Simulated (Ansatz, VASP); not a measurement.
One calculation of Bi, two programs

```xyz
1
Lattice="-1.7540 1.7540 2.0368 1.7540 -1.7540 2.0368 1.7540 1.7540 -2.0368" Properties=species:S:1:pos:R:3 pbc="T T T"
Bi    0.0000    0.0000    0.0000
```

Alike in both runs: task single point; functional PBEsol; dispersion D3(BJ); k mesh 18 × 18 × 18; occupations gaussian, width 0.15 eV; no spin polarisation.

```csv
,VASP,Ansatz
version,VASP 6.6.1,Ansatz 0.2.0
potentials or method,"VASP PAW PBE potentials, release 64 (Bi_d), cutoff 520 eV","scalar-relativistic, plane waves, PAW"
valence electrons in the cell,15,15
```

```tsv
	VASP	Ansatz	Ansatz less VASP
gap on the k mesh at the Fermi level (eV)	none	none	-
pressure (GPa)	12.3	12.3	+0.05
traceless stress, the component that is largest in VASP (GPa)	-1.81	-1.81	-0.002
```

VASP's potentials were made for PBE, not for PBEsol. A gap of «none» marks a metal or a gap that the smearing closes.

Spin-orbit coupling is off throughout.
